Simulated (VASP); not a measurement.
VGe3: single point with r2SCAN

VGe3:

```
V Ge
1.0
     5.07170    0.00000    0.00000
     0.00000    5.07170    0.00000
     0.00000    0.00000    5.07170
V Ge
2 6
Direct
  0.00000 0.00000 0.00000
  0.50000 0.50000 0.50000
  0.25000 0.00000 0.50000
  0.50000 0.75000 0.00000
  0.75000 0.00000 0.50000
  0.50000 0.25000 0.00000
  0.00000 0.50000 0.75000
  0.00000 0.50000 0.25000
```

```yaml
Program: VASP 6.6.1
Task: single point
Functional: r2SCAN
Potentials_or_basis: VASP PAW PBE potentials, release 64 (V_sv, Ge_d)
Cutoff: 550 eV
k_mesh: 8 × 8 × 8
Occupations: gaussian, width 0.1 eV
Spin: collinear spin, ferromagnetic start
Starting_moments: "[1.88, 1.88, 0.0, 0.0, 0.0, 0.0, 0.0, 0.0] μB"
Dipole_correction: no
Further_INCAR_settings: ALGO = Normal; EDIFF = 1e-06; NBANDS = 69
```

* Pressure: 0.0 GPa
* Net moment: 3.96 μB per cell
* Site moments: V +1.87; Ge -0.04 μB
* Valence electrons inside the program's atomic spheres: V 11.38; Ge 12.34

Levels at points of the mesh, in eV from the Fermi level:
Spin up:
```
           k point  band 53  band 54  band 55  band 56  band 57  band 58  band 59  band 60
(0.00, 0.00, 0.00)    -2.70    -1.42    -1.42    -1.42     0.44     0.44     0.44     0.91
(0.50, 0.00, 0.00)    -0.84    -0.84    -0.80    -0.80     0.18     0.18     0.67     0.67
(0.50, 0.50, 0.00)    -1.26    -1.26    -1.11    -0.98     0.45     0.53     1.16     1.16
(0.50, 0.50, 0.50)    -1.22    -1.22    -1.22    -1.22     1.56     1.56     1.56     1.56
```
Spin down:
```csv
k point,band 49,band 50,band 51,band 52,band 53,band 54,band 55,band 56,band 57,band 58
"(0.00, 0.00, 0.00)",-2.77,-2.77,-2.12,-2.12,-2.12,0.77,0.77,0.77,0.81,0.81
"(0.50, 0.00, 0.00)",-1.75,-1.75,-0.92,-0.92,-0.17,-0.17,0.72,0.72,1.82,1.82
"(0.50, 0.50, 0.00)",-2.97,-2.97,-1.04,-1.04,0.46,0.79,0.79,1.44,1.68,1.70
"(0.50, 0.50, 0.50)",-0.58,-0.58,0.65,0.65,0.65,0.65,0.65,0.65,1.54,1.54
```

Wall time 5.2 min on 4 MPI ranks on Intel(R) Xeon(R) 6975P-C (Granite Rapids), on a shared host, peak memory 0.63 GiB a rank.

Caveat: the PAW data sets were made with another functional, which shifts forces and pressure a little.
